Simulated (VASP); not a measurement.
Input of a VASP 6.6.1 run:

Contents of INCAR:

```
SYSTEM = Hf
PREC = Accurate
ENCUT = 520
EDIFF = 1E-6
ISMEAR = -1
SIGMA = 0.1
LREAL = .False.
LASPH = .True.
NELM = 60
ALGO = Normal
ISIF = 2
LWAVE = .False.
LCHARG = .False.
GGA = B5
ALDAX = 1.0
AGGAX = 1.0
AGGAC = 1.0
ALDAC = 0.0
NBANDS = 28
```

KPOINTS

```
regular mesh
0
Gamma
  13 13 4
  0 0 0
```

File POSCAR:

```
Hf
1.0
    3.2273771963      0.0000000000      0.0000000000
   -1.6136885981      2.7949906396      0.0000000000
    0.0000000000      0.0000000000     10.3168723984
Hf
4
Direct
    0.0000000000      1.0000000000      0.0000000000
    0.0000000000      1.0000000000      0.5000000000
    0.3333333333      0.6666666667      0.2500000000
    0.6666666667      0.3333333333      0.7500000000
```

Potentials or basis: VASP PAW PBE potentials, release 64 (Hf_pv).

Run with:

```bash
$ cat potpaw_PBE.64/Hf_pv/POTCAR > POTCAR
$ mpirun -np 1 vasp_std > vasp.out
```

(1) Predict the band gap on the k mesh.

(2) What does it give for the pressure?

## Answers

(1) zero (bands 20 and 21 overlap by 1.52 eV).

(2) 0.0 GPa.

Caveat: the PAW data sets were made with another functional, which shifts forces and pressure a little; spin-orbit coupling is left out, which moves the levels of the heavy elements.
